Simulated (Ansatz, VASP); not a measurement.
**One calculation of Br, two programs**

```
Br
1.0
     5.92468    0.00000    0.00000
    -2.96234    5.13092    0.00000
     0.00000    0.00000    3.63208
Br
3
Cartesian
  0.0000 0.0000 0.0000
  0.0000 3.4206 1.8160
  2.9623 1.7103 1.8160
```

Alike in both runs: task relaxation of cell and atoms; functional PBEsol; k mesh 3 × 3 × 6; occupations gaussian, width 0.1 eV; no spin polarisation.

|  | VASP | Ansatz |
| --- | --- | --- |
| version | VASP 6.6.1 | Ansatz 0.2.0 |
| potentials or method | VASP PAW PBE potentials, release 64 (Br), cutoff 600 eV | scalar-relativistic, plane waves, PAW |
| valence electrons in the cell | 21 | 21 |

```tsv
	VASP	Ansatz	Ansatz less VASP
gap on the k mesh at the Fermi level, each at its own relaxed structure (eV)	none	none	-
relaxed volume (Å³/atom)	35.45	24.71	-10.748
relaxed cell length with the largest relative difference (Å)	7.032	5.244	-1.7879
```

VASP's potentials were made for PBE, not for PBEsol. A gap of «none» marks a metal or a gap that the smearing closes. One of these differences is far larger than is usual between the two programs; its cause wasn't traced.

The k mesh is coarse, so the values compare programs but aren't converged.
